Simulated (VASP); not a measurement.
Here is a VASP 6.6.1 calculation.

File INCAR:

```
ALGO = Normal
EDIFF = 1E-7
EDIFFG = -0.005
ENCUT = 600
GGA = PE
IBRION = 2
ISIF = 3
ISMEAR = -1
LASPH = T
LCHARG = F
LREAL = F
LWAVE = F
NELM = 60
NSW = 32
PREC = Accurate
PSTRESS = 1800.0
SIGMA = 0.08
```

KPOINTS

```
k-points
0
Gamma
  18 18 18
```

The input POSCAR:

```
Sn
1.0
   -1.5092452082      1.5092452082      1.5092452082
    1.5092452082     -1.5092452082      1.5092452082
    1.5092452082      1.5092452082     -1.5092452082
Sn
1
Direct
    0.0000000000      0.0000000000      0.0000000000
```

Potentials or basis: VASP PAW PBE potentials, release 64 (Sn_d).

Command:

```bash
$ cat potpaw_PBE.64/Sn_d/POTCAR > POTCAR
$ mpirun -np 1 vasp_std > vasp.out
```

Task: Predict the relaxed cell.

Result: a = 2.615 Å, b = 2.615 Å, c = 2.615 Å, α = 109.47°, β = 109.47°, γ = 109.47°.

Task: Estimate the band gap on the k mesh.

Result: Zero (bands 7 and 8 overlap by 17.30 eV).

Task: What does it give for the relaxed volume?

Result: 13.76 Å³/atom.

Task: What does it give for the space group after relaxing (to 0.1 Å)?

Result: Im-3m (No. 229).

Step by step:
```tsv
step	energy change (eV)	largest force (eV/Å)	pressure (GPa)	volume (Å³)
1	0.0000	0.0000	180.29	13.75
2	-0.0558	0.0000	177.80	13.80
3	-0.0061	0.0000	180.19	13.76
4	-0.0101	0.0000	179.82	13.76
5	-0.0082	0.0000	179.94	13.76
6	-0.0074	0.0000	179.99	13.76
```

Caveat: the cell is relaxed towards a set pressure, so the run minimises the enthalpy, not the energy; spin-orbit coupling is left out, which moves the levels of the heavy elements.
